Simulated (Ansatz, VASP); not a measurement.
**FeBr in VASP and in Ansatz**

INCAR

```
PREC = Accurate
ENCUT = 520
EDIFF = 1E-6
ISMEAR = 0
SIGMA = 0.1
LREAL = False
LASPH = True
NELM = 150
ALGO = Normal
ISIF = 2
LWAVE = False
LCHARG = False
ISPIN = 2
MAGMOM = 4 4 4 0 0 0
LORBIT = 11
LMAXMIX = 4
GGA = PE
NBANDS = 36
```

KPOINTS

```
regular mesh
0
Gamma
  6 6 4
```

POSCAR

```
FeBr
1.0
    5.4970179133      0.0000000000      0.0000000000
   -2.7485089567      4.7605571580      0.0000000000
    0.0000000000      0.0000000000      4.4350939983
Fe Br
3 3
Direct
    0.5000000000      0.0000000000      0.0000000000
    0.5000000000      0.5000000000      0.0000000000
    0.0000000000      0.5000000000      0.0000000000
    0.0000000000      0.0000000000      0.0000000000
    0.3333333333      0.6666666667      0.5000000000
    0.6666666667      0.3333333333      0.5000000000
```

Input for Ansatz:

```yaml
crystal:
  lattice:
    - [5.4970179133, 0.0, 0.0]
    - [-2.7485089567, 4.760557158, 0.0]
    - [0.0, 0.0, 4.4350939983]
  atoms:
    - { symbol: Fe, position: [0.5, 0.0, 0.0], spin: 4.0 }
    - { symbol: Fe, position: [0.5, 0.5, 0.0], spin: 4.0 }
    - { symbol: Fe, position: [0.0, 0.5, 0.0], spin: 4.0 }
    - { symbol: Br, position: [0.0, 0.0, 0.0] }
    - { symbol: Br, position: [0.3333333333, 0.6666666667, 0.5] }
    - { symbol: Br, position: [0.6666666667, 0.3333333333, 0.5] }
basis:
  ecutwfc: 420
kpoints:
  mp_grid: { grid: [6, 6, 4] }
hamiltonian:
  xc: pbe
scf:
  occupations: { method: gaussian, width: 0.1 }
  lower_state_search: "off"
output:
  forces: true
  stress: true
  eigenvalues: true
  populations: true
magnetization:
  spin_polarized: true
```

Alike in both runs: task single point; functional PBE; k mesh 6 × 6 × 4; occupations gaussian, width 0.1 eV; collinear spin.

```csv
,VASP,Ansatz
version,VASP 6.6.1,Ansatz 0.2.0
potentials or method,"VASP PAW PBE potentials, release 64 (Fe, Br), cutoff 520 eV","scalar-relativistic, plane waves, PAW"
valence electrons in the cell,45,69
```

|  | VASP | Ansatz | Ansatz less VASP |
| --- | --- | --- | --- |
| gap on the k mesh at the Fermi level (eV) | none | none | - |
| pressure (GPa) | 1.2 | 1.1 | -0.04 |
| traceless stress, the component that is largest in VASP (GPa) | -1.00 | -0.86 | +0.146 |
| net moment per atom (μB) | 1.52 | 1.52 | +0.001 |
| size of the moment on the site where the two differ most (μB) | 2.91 | 2.93 | +0.021 |

Site moments also hang on the region over which each program counts them. A gap of «none» marks a metal or a gap that the smearing closes. VASP's potentials hold 45 valence electrons a cell and Ansatz's 69, so a difference there can come from the potentials and not from the codes.
